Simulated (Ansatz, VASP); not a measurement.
## Two plane-wave programs on Pb

```xyz
2
Lattice="3.3843 0.0000 0.0955 -1.6922 3.1070 -0.0478 0.1534 0.0000 5.4186" Properties=species:S:1:pos:R:3 pbc="T T T"
Pb    0.0384    2.1022    1.3547
Pb    1.8073    1.0047    4.1117
```

Alike in both runs: task single point; functional PBE; k mesh 12 × 12 × 8; occupations gaussian, width 0.1 eV; no spin polarisation.

|  | VASP | Ansatz |
| --- | --- | --- |
| version | VASP 6.6.1 | Ansatz 0.2.0 |
| potentials or method | VASP PAW PBE potentials, release 64 (Pb_d), cutoff 520 eV | scalar-relativistic, plane waves, PAW |
| valence electrons in the cell | 28 | 28 |

```csv
,VASP,Ansatz,Ansatz less VASP
gap on the k mesh at the Fermi level (eV),none,none,-
pressure (GPa),6.1,6.1,+0.04
"traceless stress, the component that is largest in VASP (GPa)",2.16,2.15,-0.006
rms of the force components (eV/Å),0.020,0.020,+0.0001
```

Atom by atom the forces differ by 0.000 eV/Å (rms over components). A gap of «none» marks a metal or a gap that the smearing closes.

Spin-orbit coupling is off throughout.
